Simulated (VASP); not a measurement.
Set up this calculation in VASP 6.6.1, as the native input.

```
Task                   : single point
Functional             : PBE
Potentials or basis    : VASP PAW PBE potentials, release 64 (Pb_d, S)
Cutoff                 : 520 eV
k mesh                 : 4 × 4 × 4
Occupations            : gaussian, width 0.01 eV
Spin                   : no spin polarisation
Dipole correction      : no
Further INCAR settings : ALGO = Normal; EDIFF = 1e-06; NBANDS = 17
```

The structure of PbS lies in POSCAR:

```
PbS
1.0
    0.0000000000      3.3009775006      3.3009775006
    3.3009775006      0.0000000000      3.3009775006
    3.3009775006      3.3009775006      0.0000000000
Pb S
1 1
Direct
    0.0000000000      0.0000000000      0.0000000000
    0.2500000000      0.2500000000      0.2500000000
```

These files were run (other wordings do the same):

INCAR

```
PREC = Accurate
ENCUT = 520
EDIFF = 1E-6
ISMEAR = 0
SIGMA = 0.01
LREAL = F
LASPH = T
NELM = 100
ALGO = Normal
ISIF = 2
LWAVE = F
LCHARG = F
GGA = PE
NBANDS = 17
```

KPOINTS

```
Automatic mesh
0
Gamma
  4 4 4
```

Potentials or basis: VASP PAW PBE potentials, release 64 (Pb_d, S).

Command:

```bash
$ cat potpaw_PBE.64/Pb_d/POTCAR potpaw_PBE.64/S/POTCAR > POTCAR
$ mpirun -np 1 vasp_std > vasp.out
```

Results of the run:

The pressure is 0.7 GPa and the band gap on the k mesh is 0.80 eV, indirect (least direct gap 1.27 eV).

Caveat: spin-orbit coupling is left out, which moves the levels of the heavy elements.

It took 6.4 s on 1 thread of Intel(R) Xeon(R) 6975P-C (Granite Rapids), with other jobs on the host, peak memory 0.2 GiB.
